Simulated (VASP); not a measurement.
**CuO: single point with PBE**

CuO:

```
Cu O
1.0
     1.99097   -2.15355    0.00000
     1.99097    2.15355    0.00000
     0.00000    0.00000    5.15593
Cu O
2 2
Direct
  0.00000 0.50000 0.00000
  0.50000 0.00000 0.50000
  0.50000 0.50000 0.25000
  0.50000 0.50000 0.75000
```

* Program: VASP 6.6.1
* Task: single point
* Functional: PBE
* Potentials or basis: VASP PAW PBE potentials, release 64 (Cu, O)
* Cutoff: 520 eV
* k mesh: 14 × 14 × 8
* Occupations: gaussian, width 0.1 eV
* Spin: no spin polarisation
* Dipole correction: no
* Further INCAR settings: ALGO = Normal; EDIFF = 1e-07; NBANDS = 25

```yaml
Pressure: 2.1 GPa
Band_gap_on_the_k_mesh: zero (bands 17 and 18 overlap by 1.08 eV)
```

Stress tensor (GPa, compression positive):
```
2.50 0.00 0.00
0.00 1.58 0.00
0.00 0.00 2.18
```

Levels at points of the mesh, in eV from the Fermi level:
```csv
k point,band 14,band 15,band 16,band 17,band 18,band 19,band 20,band 21
"(0.00, 0.00, 0.00)",-2.38,-2.32,-1.92,0.57,0.75,1.41,6.12,7.29
"(0.50, 0.00, 0.00)",-1.89,-1.58,-1.52,0.21,0.45,3.71,5.92,6.42
"(0.50, 0.50, 0.00)",-2.35,-1.62,-1.24,-1.18,1.12,2.21,7.24,9.17
"(0.00, 0.00, 0.50)",-2.29,-1.56,-1.56,0.10,0.10,3.49,3.49,11.63
"(0.50, 0.00, 0.50)",-2.36,-2.02,-1.83,-0.17,0.66,4.35,5.90,8.19
"(0.50, 0.50, 0.50)",-1.91,-1.43,-1.43,-0.52,-0.52,4.06,4.06,10.10
```

It took 6.4 min on 1 thread of AMD EPYC 7R13 (shared host), peak memory 0.37 GiB.

Caveat: semilocal functionals often make such compounds metallic where correlation or magnetic order opens a gap, which also shifts bond lengths. With open d or f shells a metallic result of PBE can be an artefact of self-interaction; +U or a hybrid may open a gap.
